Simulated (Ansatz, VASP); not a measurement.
# AlCu3 in VASP and in Ansatz

INCAR

```
SYSTEM = AlCu3
ALGO     = Fast           ! electronic algorithm
EDIFF    = 1E-6           ! SCF threshold, eV
ENCUT    = 520            ! plane-wave cutoff, eV
GGA      = PS             ! functional
ISIF     = 2              ! what is computed and relaxed
ISMEAR   = 0              ! smearing method
LASPH    = .TRUE.         ! aspherical terms in the spheres
LCHARG   = .FALSE.        ! write CHGCAR
LREAL    = .FALSE.        ! projectors in reciprocal space
LWAVE    = .FALSE.        ! write WAVECAR
NBANDS   = 26             ! bands
NELM     = 60             ! most SCF steps
PREC     = Accurate       ! precision mode
SIGMA    = 0.1            ! smearing width, eV
```

Contents of KPOINTS:

```
k-points
0
G
  12 12 12
  0 0 0
```

POSCAR

```
AlCu3
1.0
    0.0000000000      2.8246076142      2.8246076142
    2.8246076142      0.0000000000      2.8246076142
    2.8246076142      2.8246076142      0.0000000000
Al Cu
1 3
Direct
    0.0000000000      0.0000000000      0.0000000000
    0.5000000000      0.5000000000      0.5000000000
    0.2500000000      0.2500000000      0.2500000000
    0.7500000000      0.7500000000      0.7500000000
```

Input for Ansatz:

```yaml
crystal:
  lattice:
    - [0.0, 2.8246076142, 2.8246076142]
    - [2.8246076142, 0.0, 2.8246076142]
    - [2.8246076142, 2.8246076142, 0.0]
  atoms:
    - { symbol: Al, position: [0.0, 0.0, 0.0] }
    - { symbol: Cu, position: [0.5, 0.5, 0.5] }
    - { symbol: Cu, position: [0.25, 0.25, 0.25] }
    - { symbol: Cu, position: [0.75, 0.75, 0.75] }
basis:
  ecutwfc: 420
kpoints:
  mp_grid: { grid: [12, 12, 12] }
hamiltonian:
  xc: pbesol
scf:
  occupations: { method: gaussian, width: 0.1 }
output:
  forces: true
  stress: true
  eigenvalues: true
```

Alike in both runs: task single point; functional PBEsol; k mesh 12 × 12 × 12; occupations gaussian, width 0.1 eV; no spin polarisation.

|  | VASP | Ansatz |
| --- | --- | --- |
| version | VASP 6.6.1 | Ansatz 0.2.0 |
| potentials or method | VASP PAW PBE potentials, release 64 (Al, Cu), cutoff 520 eV | scalar-relativistic, plane waves, PAW |
| valence electrons in the cell | 36 | 60 |

```csv
,VASP,Ansatz,Ansatz less VASP
gap on the k mesh at the Fermi level (eV),none,none,-
pressure (GPa),11.3,10.9,-0.46
```

VASP's potentials were made for PBE, not for PBEsol. A gap of «none» marks a metal or a gap that the smearing closes. VASP's potentials hold 36 valence electrons a cell and Ansatz's 60, so a difference there can come from the potentials and not from the codes.
